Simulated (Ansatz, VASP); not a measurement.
# One calculation of Mg3O, two programs

```
Mg O
1.0
     3.94382    0.00000    0.00000
     0.00000    3.94382    0.00000
     0.00000    0.00000    3.90328
Mg O
3 1
Direct
  0.00000 0.50000 0.50000
  0.50000 0.00000 0.50000
  0.50000 0.50000 0.00000
  0.00000 0.00000 0.00000
```

Alike in both runs: task single point; functional PBE; k mesh 6 × 6 × 6; occupations gaussian, width 0.1 eV; collinear spin.

|  | VASP | Ansatz |
| --- | --- | --- |
| version | VASP 6.6.1 | Ansatz 0.2.0 |
| potentials or method | VASP PAW PBE potentials, release 64 (Mg, O), cutoff 520 eV | scalar-relativistic, plane waves, PAW |
| valence electrons in the cell | 12 | 36 |

Ansatz gave:

- gap on the k mesh at the Fermi level (eV): none
- pressure (GPa): 9.6
- traceless stress, the component that is largest in VASP (GPa): -0.06
- net moment per atom (μB): 0.00

**Question.** What did VASP give for the same quantities?

**Answer.** gap on the k mesh at the Fermi level (eV): none; pressure (GPa): 9.5; traceless stress, the component that is largest in VASP (GPa): -0.06; net moment per atom (μB): 0.00.

A gap of «none» marks a metal or a gap that the smearing closes. The functional is the same, so the differences come from potentials, cutoffs and numerics. VASP's potentials hold 12 valence electrons a cell and Ansatz's 36, so a difference there can come from the potentials and not from the codes. Ansatz's warnings: seeded moment not kept.
